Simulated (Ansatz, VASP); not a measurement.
# Cl in VASP and in Ansatz

Contents of INCAR:

```
PREC = Accurate
ENCUT = 600
EDIFF = 1E-6
ISMEAR = -1
SIGMA = 0.05
LREAL = False
LASPH = True
NELM = 100
ALGO = Normal
ISIF = 3
LWAVE = False
LCHARG = False
GGA = RP
IBRION = 2
NSW = 80
EDIFFG = -0.01
```

The input KPOINTS:

```
Automatic mesh
0
Gamma
  5 5 2
```

POSCAR

```
Cl
1.0
    3.0726500000     -2.1977000000      0.0000000000
    3.0726500000      2.1977000000      0.0000000000
    0.0000000000      0.0000000000      8.1537000000
Cl
4
Direct
    0.8763000000      0.1237000000      0.1025000000
    0.6237000000      0.3763000000      0.6025000000
    0.1237000000      0.8763000000      0.8975000000
    0.3763000000      0.6237000000      0.3975000000
```

Input for Ansatz:

```yaml
crystal:
  lattice:
    - [3.07265, -2.1977, 0.0]
    - [3.07265, 2.1977, 0.0]
    - [0.0, 0.0, 8.1537]
  atoms:
    - { symbol: Cl, position: [0.8763, 0.1237, 0.1025] }
    - { symbol: Cl, position: [0.6237, 0.3763, 0.6025] }
    - { symbol: Cl, position: [0.1237, 0.8763, 0.8975] }
    - { symbol: Cl, position: [0.3763, 0.6237, 0.3975] }
hamiltonian:
  xc: rpbe
  pseudopotentials:
    kind: paw
    azcp:
      Cl: "pseudopotentials/Cl.paw.azcp"
basis:
  ecutwfc: 420
  fft_grid_basis: typed
kpoints:
  mp_grid: { grid: [5, 5, 2], shift: [0, 0, 0] }
magnetization:
  spin_polarized: false
scf:
  occupations: { method: fermi_dirac, width: 0.05 }
relax:
  max_steps: 60
  f_tol: 0.01
  cell: {}
```

Alike in both runs: task relaxation of cell and atoms; functional RPBE; k mesh 5 × 5 × 2; occupations fermi-dirac, width 0.05 eV; no spin polarisation.

|  | VASP | Ansatz |
| --- | --- | --- |
| version | VASP 6.6.1 | Ansatz 0.2.0 |
| potentials or method | VASP PAW PBE potentials, release 64 (Cl), cutoff 600 eV | plane waves (420 eV) with PAW, scalar-relativistic |
| valence electrons in the cell | 28 | 28 |

```csv
,VASP,Ansatz,Ansatz less VASP
relaxed volume (Å³/atom),47.37,49.97,+2.593
relaxed length of the cell vector where the two differ most in proportion (Å),9.053,9.335,+0.2821
```

VASP's potentials were made for PBE, not for RPBE. One of these differences is far larger than is usual between the two programs; its cause wasn't traced.

Noted on VASP's run: the volume moved by over 15 % at a fixed basis, so the end points are rough.
